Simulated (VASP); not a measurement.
The system is Yb.

```xyz
1
Lattice="0.0000 2.7431 2.7431 2.7431 0.0000 2.7431 2.7431 2.7431 0.0000" Properties=species:S:1:pos:R:3 pbc="T T T"
Yb    0.0000    0.0000    0.0000
```

Base run:

| Quantity | Value |
| --- | --- |
| Program | VASP 6.6.1 |
| Functional | PBE |
| Potentials or basis | VASP PAW PBE potentials, release 64 (Yb) |
| Cutoff | 520 eV |
| k mesh | 7 × 7 × 7 |
| Occupations | fermi-dirac, width 0.05 eV |
| Spin | collinear spin, ferromagnetic start |
| Starting moments | [0.5] μB |
| Fixed moment | 0.5 μB |

Its results: pressure 0.9 GPa; site moments Yb +0.24 μB.

**Question.** The run is repeated on the same cell with these changes: fixed moment from 0.5 μB to 1 μB; moments at the start from [0.5] to [1.0]. What comes out?

**Answer.** Pressure -2.5 GPa; site moments Yb +0.45 μB.

Caveats: the total moment is fixed, so each spin has its own Fermi level.
